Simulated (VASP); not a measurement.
**GaP: single point with PBE**

GaP:

```
Ga P
1.0
     0.00000    2.61624    2.83426
     2.61624    0.00000    2.83426
     2.61624    2.61624    0.00000
Ga P
1 1
Direct
  0.00000 0.00000 0.00000
  0.75000 0.75000 0.75000
```

This cell differs from its parent crystal: strain -0.040 along x and y, +0.040 along z.

```
Program                : VASP 6.6.1
Task                   : single point
Functional             : PBE
Potentials or basis    : VASP PAW PBE potentials, release 64 (Ga_d, P)
Cutoff                 : 520 eV
k mesh                 : 8 × 8 × 8
Occupations            : gaussian, width 0.05 eV
Spin                   : no spin polarisation
Dipole correction      : no
Further INCAR settings : ALGO = Normal; EDIFF = 1e-07; NBANDS = 16
```

```yaml
Pressure: 6.4 GPa
Band_gap_on_the_k_mesh: 1.17 eV (least direct gap 1.95 eV)
```

Stress tensor (GPa, compression positive):
```
8.66 0.00 0.00
0.00 8.66 0.00
0.00 0.00 1.83
```

Levels at points of the mesh, in eV from the valence-band top:
| k point | band 6 | band 7 | band 8 | band 9 | band 10 | band 11 | band 12 | band 13 |
| --- | --- | --- | --- | --- | --- | --- | --- | --- |
| (0.00, 0.00, 0.00) | -12.98 | -0.53 | 0.00 | 0.00 | 1.95 | 3.69 | 3.69 | 3.86 |
| (0.50, 0.00, 0.00) | -10.77 | -7.04 | -1.71 | -0.98 | 1.46 | 4.41 | 4.87 | 8.25 |
| (0.50, 0.50, 0.00) | -10.08 | -7.49 | -2.60 | -2.60 | 1.81 | 2.13 | 10.76 | 10.76 |
| (0.50, 0.00, 0.50) | -9.68 | -6.93 | -3.20 | -3.14 | 1.21 | 1.36 | 10.24 | 10.34 |

It took 64 s on 1 thread of Intel Xeon 8259CL (shared host), peak memory 0.18 GiB.

Caveat: the cell differs from its parent crystal (strain -0.040 along x and y, +0.040 along z); the cell stands under pressure. A k mesh can miss the band edges.
